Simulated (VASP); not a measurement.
# EuS (Fm-3m) in VASP: settings compared

The runs below take EuS through relaxation of cell and atoms, single point, with B3LYP, PBEsol+D3(BJ), PBE+D3(BJ).

Program: VASP 6.6.1. These are calculated values, not measurements. Logs are shortened: lines on timing, memory, paths and dates and some standing lists are left out, and cuts for length are marked.

### 1 The cell of the first run

It takes space group Fm-3m (No. 225, cubic). Conventional cell: a = 5.957 Å, b = 5.957 Å, c = 5.957 Å, α = 90.00°, β = 90.00°, γ = 90.00°. Eu (site symmetry m-3m) has 6 S at 2.98 Å within 3.9 Å. S (site symmetry m-3m) has 6 Eu at 2.98 Å within 3.9 Å.

### 2 Relaxation of cell and atoms, B3LYP, collinear spin, ferromagnetic start

Contents of POSCAR:

```
EuS
1.0
    0.0000000000      2.9785000000      2.9785000000
    2.9785000000      0.0000000000      2.9785000000
    2.9785000000      2.9785000000      0.0000000000
Eu S
1 1
Direct
    0.0000000000      0.0000000000      0.0000000000
    0.5000000000      0.5000000000      0.5000000000
```

Contents of INCAR.step1:

```
SYSTEM = EuS
PREC = Accurate
ENCUT = 600
EDIFF = 1E-5
ISMEAR = -1
SIGMA = 0.05
LREAL = .False.
LASPH = .True.
NELM = 200
ALGO = Normal
LWAVE = .True.
LCHARG = .False.
ISPIN = 2
MAGMOM = 7 0
LORBIT = 11
LMAXMIX = 6
GGA = PE
NBANDS = 22
GGA_COMPAT = .False.
IBRION = 2
ISIF = 3
EDIFFG = -0.005
NELMIN = 4
NSW = 100
KPAR = 4
```

Contents of INCAR.step2:

```
SYSTEM = EuS
PREC = Accurate
ENCUT = 600
EDIFF = 1E-7
ISMEAR = -1
SIGMA = 0.05
LREAL = .False.
LASPH = .True.
NELM = 200
ALGO = Normal
ISIF = 3
LWAVE = .False.
LCHARG = .False.
ISPIN = 2
MAGMOM = 7 0
LORBIT = 11
LMAXMIX = 6
GGA = B3
LHFCALC = .True.
AEXX = 0.2
AGGAX = 0.72
AGGAC = 0.81
ALDAC = 0.19
PRECFOCK = Normal
IBRION = 2
NSW = 60
EDIFFG = -0.01
ISTART = 1
GGA_COMPAT = .False.
NELMIN = 4
KPAR = 4
```

Contents of KPOINTS:

```
regular mesh
0
Gamma
  4 4 4
  0 0 0
```

Potentials or basis: VASP PAW PBE potentials, release 64 (Eu, S).

Started as:

```bash
cat potpaw_PBE.64/Eu/POTCAR potpaw_PBE.64/S/POTCAR > POTCAR
cp INCAR.step1 INCAR
mpirun -np 4 vasp_std > vasp.out
cp INCAR.step2 INCAR
mpirun -np 4 vasp_std > vasp.out
```

OUTCAR:

```text
SYSTEM = EuS
   PREC = Accurate
   ENCUT = 600
   EDIFF = 1E-7
   ISMEAR = -1
   LREAL = .False.
   LASPH = .True.
   NELM = 200
   ISIF = 3
   ISPIN = 2
   LORBIT = 11
   GGA = B3
   LHFCALC = .True.
   AEXX = 0.2
   PRECFOCK = Normal
   IBRION = 2
   NSW = 60
   EDIFFG = -0.01
   ISTART = 1
   NELMIN = 4

 ion  position               nearest neighbor table
   1  0.000  0.000  0.000-   2 2.98   2 2.98   2 2.98   2 2.98   2 2.98   2 2.98
   2  0.500  0.500  0.500-   1 2.98   1 2.98   1 2.98   1 2.98   1 2.98   1 2.98

  LATTYP: Found a face centered cubic cell.
 ALAT       =     5.9570000000

  Lattice vectors:

 A1 = (   0.0000000000,   2.9785000000,   2.9785000000)
 A2 = (   2.9785000000,   0.0000000000,   2.9785000000)
 A3 = (   2.9785000000,   2.9785000000,   0.0000000000)

Analysis of symmetry for initial positions (statically):
=====================================================================
 Subroutine PRICEL returns:
 Original cell was already a primitive cell.

 Routine SETGRP: Setting up the symmetry group for a
 face centered cubic supercell.

 Subroutine GETGRP returns: Found 48 space group operations
 (whereof 48 operations were pure point group operations)
 out of a pool of 48 trial point group operations.

The static configuration has the point symmetry O_h .

Analysis of symmetry for dynamics (positions and initial velocities):
=====================================================================
 Subroutine PRICEL returns:
 Original cell was already a primitive cell.

 Routine SETGRP: Setting up the symmetry group for a
 face centered cubic supercell.

 Subroutine GETGRP returns: Found 48 space group operations
 (whereof 48 operations were pure point group operations)
 out of a pool of 48 trial point group operations.

The dynamic configuration has the point symmetry O_h .

Analysis of structural, dynamic, and magnetic symmetry:
=====================================================================
 Subroutine PRICEL returns:
 Original cell was already a primitive cell.

 Routine SETGRP: Setting up the symmetry group for a
 face centered cubic supercell.

 Subroutine GETGRP returns: Found 48 space group operations
 (whereof 48 operations were pure point group operations)
 out of a pool of 48 trial point group operations.

The overall configuration has the point symmetry O_h .

 Subroutine INISYM returns: Found 48 space group operations
 (whereof 48 operations are pure point group operations),
 and found     1 'primitive' translations

----------------------------------------------------------------------------------------

                                     Primitive cell

  volume of cell :      52.8473

  direct lattice vectors                    reciprocal lattice vectors
     0.000000000  2.978500000  2.978500000    -0.167869733  0.167869733  0.167869733
     2.978500000  0.000000000  2.978500000     0.167869733 -0.167869733  0.167869733
     2.978500000  2.978500000  0.000000000     0.167869733  0.167869733 -0.167869733

  length of vectors
     4.212235096  4.212235096  4.212235096     0.290758907  0.290758907  0.290758907

  position of ions in fractional coordinates (direct lattice)
     0.000000000  0.000000000  0.000000000
     0.500000000  0.500000000  0.500000000

  ion indices of the primitive-cell ions
   primitive index   ion index
                 1           1
                 2           2

----------------------------------------------------------------------------------------

 KPOINTS: regular mesh

Automatic generation of k-mesh.
 Grid dimensions read from file:
 generate k-points for:    4    4    4

 Generating k-lattice:

  Cartesian coordinates                     Fractional coordinates (reciprocal lattice)
    -0.041967433  0.041967433  0.041967433     0.250000000  0.000000000  0.000000000
     0.041967433 -0.041967433  0.041967433     0.000000000  0.250000000  0.000000000
     0.041967433  0.041967433 -0.041967433     0.000000000  0.000000000  0.250000000

  Length of vectors
     0.072689727  0.072689727  0.072689727

  Shift w.r.t. Gamma in fractional coordinates (k-lattice)
     0.000000000  0.000000000  0.000000000

 Subroutine IBZKPT returns following result:
 ===========================================

 Found      8 irreducible k-points:

 Following reciprocal coordinates:
            Coordinates               Weight
  0.000000  0.000000  0.000000      1.000000
  0.250000  0.000000  0.000000      8.000000
  0.500000  0.000000  0.000000      4.000000
  0.250000  0.250000  0.000000      6.000000
  0.500000  0.250000  0.000000     24.000000
 -0.250000  0.250000  0.000000     12.000000
  0.500000  0.500000  0.000000      3.000000
 -0.250000  0.500000  0.250000      6.000000
   k-points           NKPTS =      8   k-points in BZ     NKDIM =     64   number of bands    NBANDS=     19
   number of dos      NEDOS =    301   number of ions     NIONS =      2
   total plane-waves  NPLWV =  46656
   dimension x,y,z NGX =    36 NGY =   36 NGZ =   36
   dimension x,y,z NGXF=    72 NGYF=   72 NGZF=   72
   ions per type =               1   1
   NGX,Y,Z   is equivalent  to a cutoff of  14.21, 14.21, 14.21 a.u.
   NGXF,Y,Z  is equivalent  to a cutoff of  28.42, 28.42, 28.42 a.u.
 SYSTEM =  EuS
   PREC   = accura    normal or accurate (medium, high low for compatibility)
   ISTART =      1    job   : 0-new  1-cont  2-samecut
   ICHARG =      0    charge: 1-file 2-atom 10-const
   ISPIN  =      2    spin polarized calculation?
   LNONCOLLINEAR =      F non collinear calculations
   LSORBIT =      F    spin-orbit coupling
   LASPH  =      T    aspherical Exc in radial PAW
   ENCUT  =  600.0 eV  44.10 Ry    6.64 a.u.   8.41  8.41  8.41*2*pi/ulx,y,z
   NELM   =    200;   NELMIN=  4; NELMDL=  0     # of ELM steps
   EDIFF  = 0.1E-06   stopping-criterion for ELM
   LREAL  =      F    real-space projection
   EDIFFG = -.1E-01   stopping-criterion for IOM
   NSW    =     60    number of steps for IOM
   IBRION =      2    ionic relax: 0-MD 1-quasi-New 2-CG
   NFREE  =      1    steps in history (QN), initial steepest desc. (CG)
   ISIF   =      3    stress and relaxation
   ISYM   =      3    0-nonsym 1-usesym 2-fastsym
   POTIM  = 0.5000    time-step for ionic-motion
   TEBEG  =    0.0;   TEEND  =   0.0 temperature during run
   PSTRESS=    0.0 pullay stress
   NELECT =      23.0000    total number of electrons
   NUPDOWN=      -1.0000    fix difference up-down
   EMIN   =  10.00;   EMAX   =-10.00  energy-range for DOS
   EFERMI =   0.00;   METHOD = LEGACY
   ISMEAR =    -1;   SIGMA  =   0.05  broadening in eV -4-tet -1-fermi 0-gaus
   EFERMI_NEDOS =   21; number of points for ismear=-14 and -15
   IALGO  =     38    algorithm
   IMIX   =      1    mixing-type and parameters
     AMIX     =   0.40;   BMIX     =  1.00
     AMIX_MAG =   1.60;   BMIX_MAG =  1.00
  volume/ion in A,a.u.               =      26.42       178.32
  Fermi-wavevector in a.u.,A,eV,Ry     =   1.240633  2.344456 20.941667  1.539169
  Thomas-Fermi vector in A             =   2.375065
   LORBIT       =     11    0 simple, 1 ext, 2 COOP (PROOUT), +10 PAW based schemes
   GGA     = B3    functional components
   LHFCALC =     T    Hartree Fock is set to
   PRECFOCK=normal    Normal, Fast or Accurate (Low or Medium for compatibility)
   ENCUT4O =  -1.0   cutoff for four orbital integrals eV
   NKREDX  =     1    reduce k-point grid by
   NKREDY  =     1    reduce k-point grid by
   NKREDZ  =     1    reduce k-point grid by
   AEXX    =    0.2000 exact exchange contribution
   HFSCREEN=    0.0000 screening length (either q_TF or 0.3 A-1)
   HFSCREENC=   0.0000 screening length for correlation (either q_TF or 0.3 A-1)
   ENCUTFOCK=  -1.0 apply spherical cutoff to Coloumb kernel
   IVDW    =     0    specifies the selected vdW correction
   LEPSILON=     F    determine dielectric tensor
   LRPA    =     F    only Hartree local field effects (RPA)
 conjugate gradient relaxation of ions
 spin polarized calculation
  energy-cutoff  :      600.00
  volume of cell :       52.85
 maximum number of plane-waves:      1807
 NGX is ok and might be reduce to    36
  NGX = 28; NGY = 28; NGZ = 28

--------------------------------------- Ionic step        1  -------------------------------------------

 number of electron      22.9999997 magnetization       6.9997962

 Free energy of the ion-electron system (eV)
  ---------------------------------------------------
  ext. energy  EPLUGINS =         0.00000000
  ---------------------------------------------------
  free energy    TOTEN  =       -30.21012640 eV

  energy without entropy =      -30.21012096  energy(sigma->0) =      -30.21012368

 E-fermi :   3.9744     XC(G=0):  -7.6423

 val. band max:        3.5134524807   @ k =   0.0000   0.0000   0.0000
 cond. band min:       4.4294665216   @ k =   0.5000   0.5000   0.0000
 fundamental gap:      0.9160140408
 Fermi energy:         3.9743961525

 spin component 1

 k-point     1 :       0.0000    0.0000    0.0000
  band No.  band energies     occupation
      1     -38.8698      1.00000
      2     -16.8643      1.00000
      3     -16.8643      1.00000
      4     -16.8643      1.00000
      5     -10.6801      1.00000
      6       0.8196      1.00000
[... 11 lines left out ...]
     18       6.4214      0.00000
     19       6.4214      0.00000

 k-point     2 :       0.2500    0.0000    0.0000
  band No.  band energies     occupation
      1     -38.8618      1.00000
      2     -17.0797      1.00000
      3     -16.8765      1.00000
      4     -16.8764      1.00000
      5     -10.2171      1.00000
      6      -0.6261      1.00000
[... 371 lines left out ...]
 VOLUME and BASIS-vectors are now :
 -----------------------------------------------------------------------------
  energy-cutoff  :      600.00
  volume of cell :       55.95
      direct lattice vectors                 reciprocal lattice vectors
    -0.000000000  3.035684505  3.035684505    -0.164707498  0.164707498  0.164707498
     3.035684505  0.000000000  3.035684505     0.164707498 -0.164707498  0.164707498
     3.035684505  3.035684505  0.000000000     0.164707498  0.164707498 -0.164707498

 POSITION                                       TOTAL-FORCE (eV/Angst)
 -----------------------------------------------------------------------------------
      3.03568      0.00000      3.03568         0.000000      0.000000      0.000000
      3.03568      3.03568      3.03568         0.000000      0.000000     -0.000000
 -----------------------------------------------------------------------------------
    total drift:                                0.000001      0.000002      0.000001

  FREE ENERGIE OF THE ION-ELECTRON SYSTEM (eV)
  ---------------------------------------------------
  free  energy   TOTEN  =       -30.2274122464 eV

  energy  without entropy=      -30.2274119004  energy(sigma->0) =      -30.22741207

--------------------------------------- Ionic step        3  -------------------------------------------

 number of electron      23.0000000 magnetization       7.0000000

 Free energy of the ion-electron system (eV)
  ---------------------------------------------------
  ext. energy  EPLUGINS =         0.00000000
  ---------------------------------------------------
  free energy    TOTEN  =       -30.22842970 eV

  energy without entropy =      -30.22842911  energy(sigma->0) =      -30.22842940

 E-fermi :   3.7060     XC(G=0):  -7.4743

 val. band max:        3.1201391910   @ k =   0.0000   0.0000   0.0000
 cond. band min:       4.2831225603   @ k =   0.5000   0.5000   0.0000
 fundamental gap:      1.1629833693
 Fermi energy:         3.7060117296

 spin component 1

 k-point     1 :       0.0000    0.0000    0.0000
  band No.  band energies     occupation
      1     -39.2320      1.00000
      2     -17.2316      1.00000
      3     -17.2316      1.00000
      4     -17.2316      1.00000
      5     -10.8190      1.00000
      6       0.5866      1.00000
[... 11 lines left out ...]
     18       6.1783      0.00000
     19       6.1783      0.00000

 k-point     2 :       0.2500    0.0000    0.0000
  band No.  band energies     occupation
      1     -39.2257      1.00000
      2     -17.4075      1.00000
      3     -17.2420      1.00000
      4     -17.2420      1.00000
      5     -10.4174      1.00000
      6      -0.7993      1.00000
[... 335 lines left out ...]
 VOLUME and BASIS-vectors are now :
 -----------------------------------------------------------------------------
  energy-cutoff  :      600.00
  volume of cell :       55.33
      direct lattice vectors                 reciprocal lattice vectors
    -0.000000000  3.024351393  3.024351393    -0.165324704  0.165324704  0.165324704
     3.024351393  0.000000000  3.024351393     0.165324704 -0.165324704  0.165324704
     3.024351393  3.024351393  0.000000000     0.165324704  0.165324704 -0.165324704

 POSITION                                       TOTAL-FORCE (eV/Angst)
 -----------------------------------------------------------------------------------
      0.00000      0.00000      0.00000         0.000000      0.000000     -0.000000
      3.02435      3.02435      3.02435        -0.000000     -0.000000      0.000000
 -----------------------------------------------------------------------------------
    total drift:                                0.000000     -0.000003      0.000000

  FREE ENERGIE OF THE ION-ELECTRON SYSTEM (eV)
  ---------------------------------------------------
  free  energy   TOTEN  =       -30.2284296996 eV

  energy  without entropy=      -30.2284291088  energy(sigma->0) =      -30.22842940

 reached required accuracy - stopping structural energy minimisation

 total charge

# of ion       s       p       d       f       tot
--------------------------------------------------
    1        2.027   5.788   0.209   6.820  14.845
    2        1.317   2.477   0.000   0.000   3.794
--------------------------------------------------
tot          3.344   8.265   0.209   6.820  18.639

 magnetization (x)

# of ion       s       p       d       f       tot
--------------------------------------------------
    1       -0.013  -0.098   0.036   6.800   6.724
    2       -0.005  -0.040   0.000   0.000  -0.045
--------------------------------------------------
tot         -0.018  -0.138   0.036   6.800   6.679
```

Wall time 82 min (4 MPI ranks of AMD EPYC 7R43 (Zen 3), shared host); peak memory 0.27 GiB.

What came out:

```yaml
Free_energy: -30.2284 eV
Relaxed_volume: 27.66 Å³/atom
Relaxed_cell: a = 4.277 Å, b = 4.277 Å, c = 4.277 Å, α = 60.00°, β = 60.00°, γ = 60.00°
Space_group_after_relaxing_to_0.1_Å: Fm-3m (No. 225)
Energy_gained_by_relaxing: 9.2 meV/atom
Ionic_steps: 3
Pressure_after_relaxing: 0.0 GPa
Band_gap_on_the_k_mesh: 1.16 eV (least direct gap 1.36 eV)
Net_moment: 7.00 μB per cell
Site_moments: Eu +6.72; S -0.04 μB
Valence_electrons_inside_the_program's_atomic_spheres: Eu 14.85; S 3.79
```

The path:
| step | energy change (eV) | largest force (eV/Å) | pressure (GPa) | volume (Å³) |
| --- | --- | --- | --- | --- |
| 1 | 0.0000 | 0.0000 | 2.41 | 52.85 |
| 2 | -0.0173 | 0.0000 | -0.56 | 55.95 |
| 3 | -0.0183 | 0.0000 | 0.04 | 55.33 |

Final structure:
```
Eu S
1.0
     0.00000    3.02435    3.02435
     3.02435    0.00000    3.02435
     3.02435    3.02435    0.00000
Eu S
1 1
Direct
  0.00000 0.00000 0.00000
  0.50000 0.50000 0.50000
```

Levels at points of the mesh, in eV from the valence-band top:
Spin up:
```tsv
k point	band 12	band 13	band 14	band 15	band 16	band 17	band 18	band 19
(0.00, 0.00, 0.00)	-0.41	0.00	0.00	0.00	2.67	3.06	3.06	3.06
(0.50, 0.00, 0.00)	-0.45	-0.45	-0.42	-0.41	4.92	5.21	5.66	5.66
(0.50, 0.50, 0.00)	-0.47	-0.43	-0.19	-0.19	1.16	5.03	5.06	6.42
```
Spin down:
| k point | band 6 | band 7 | band 8 | band 9 | band 10 | band 11 |
| --- | --- | --- | --- | --- | --- | --- |
| (0.00, 0.00, 0.00) | -2.29 | -2.29 | -2.29 | 2.97 | 3.68 | 3.68 |
| (0.50, 0.00, 0.00) | -4.86 | -3.42 | -3.42 | 4.87 | 5.85 | 6.58 |
| (0.50, 0.50, 0.00) | -3.50 | -2.68 | -2.68 | 1.66 | 5.53 | 5.89 |

Caveat: the k points lie up to 0.45 Å⁻¹ apart in the final cell; the PAW data sets were made with another functional, which shifts forces and pressure a little; spin-orbit coupling is left out, which moves the levels of the heavy elements; a cell with one magnetic atom can't hold antiferromagnetic order, which such compounds often take. A k mesh can miss the band edges.

### 3 Single point, PBEsol+D3(BJ), collinear spin, ferromagnetic start

This run uses another cell than the first one, of 27.48 Å³/atom.

Contents of INCAR:

```
ALGO     = Normal         # electronic algorithm
EDIFF    = 1E-6           # SCF threshold, eV
ENCUT    = 600            # plane-wave cutoff, eV
GGA      = PS             # functional
GGA_COMPAT= F            
ISIF     = 2              # what is computed and relaxed
ISMEAR   = -1             # smearing method
ISPIN    = 2              # spin polarisation
IVDW     = 12             # dispersion correction
LASPH    = T              # aspherical terms in the spheres
LCHARG   = T              # write CHGCAR
LELF     = T              # ELF
LMAXMIX  = 6              # l up to which the mixer works
LORBIT   = 11             # projections on sites
LREAL    = F              # projectors in reciprocal space
LVHAR    = T            
LWAVE    = F              # write WAVECAR
MAGMOM   = 7 0            # initial moments
NBANDS   = 22             # bands
NELM     = 200            # most SCF steps
PREC     = Accurate       # precision mode
SIGMA    = 0.05           # smearing width, eV
```

Contents of KPOINTS:

```
k-points
0
Gamma
  8 8 8
```

Contents of POSCAR:

```
EuS
1.0
    0.0000000000      3.0176952843      3.0176952843
    3.0176952843      0.0000000000      3.0176952843
    3.0176952843      3.0176952843      0.0000000000
Eu S
1 1
Direct
    0.0000000000      0.0000000000      0.0000000000
    0.5000000000      0.5000000000      0.5000000000
```

Potentials or basis: VASP PAW PBE potentials, release 64 (Eu, S).

Started as:

```bash
cat potpaw_PBE.64/Eu/POTCAR potpaw_PBE.64/S/POTCAR > POTCAR
mpirun -np 1 vasp_std > vasp.out
```

Run time: 67 s. Hardware: 1 thread of Intel Xeon 6975P-C (Granite Rapids), shared host; peak memory 0.29 GiB.

Results (log left out):

```yaml
Free_energy: -21.0395 eV
Pressure: -8.9 GPa
Band_gap_on_the_k_mesh: zero (filled and empty bands overlap)
Net_moment: 6.98 μB per cell
Site_moments: Eu +6.60; S -0.07 μB
Valence_electrons_inside_the_program's_atomic_spheres: Eu 14.69; S 3.70
Dispersion_energy_per_atom: -0.323 eV
```

Levels at points of the mesh, in eV from the Fermi level:
Spin up:
| k point | band 12 | band 13 | band 14 | band 15 | band 16 | band 17 | band 18 | band 19 |
| --- | --- | --- | --- | --- | --- | --- | --- | --- |
| (0.00, 0.00, 0.00) | -0.27 | 0.02 | 0.02 | 0.02 | 0.49 | 1.04 | 1.04 | 1.04 |
| (0.50, 0.00, 0.00) | -0.31 | -0.31 | -0.28 | -0.27 | 2.73 | 3.06 | 3.48 | 3.48 |
| (0.50, 0.50, 0.00) | -0.33 | -0.33 | -0.29 | -0.12 | -0.12 | 2.91 | 2.98 | 4.26 |
Spin down:
```tsv
k point	band 4	band 5	band 6	band 7	band 8	band 9	band 10	band 11	band 12	band 13
(0.00, 0.00, 0.00)	-18.01	-13.33	-2.58	-2.58	-2.58	1.08	1.80	1.80	1.80	2.66
(0.50, 0.00, 0.00)	-18.04	-12.48	-5.04	-3.65	-3.65	2.72	3.84	4.01	4.01	4.33
(0.50, 0.50, 0.00)	-18.12	-13.00	-3.74	-2.94	-2.94	-0.15	3.60	3.85	4.15	4.25
```

Caveat: the cell stands under tension; the PAW data sets were made with another functional, which shifts forces and pressure a little; spin-orbit coupling is left out, which moves the levels of the heavy elements; a cell with one magnetic atom can't hold antiferromagnetic order, which such compounds often take; semilocal functionals describe open f shells poorly, which spoils levels, moments and volumes. With open d or f shells a metallic result of PBEsol can be an artefact of self-interaction; +U or a hybrid may open a gap.

(Part 1 of 2 ends here.)

The gap in the log of VASP goes by the Fermi energy; the results here count the filled bands.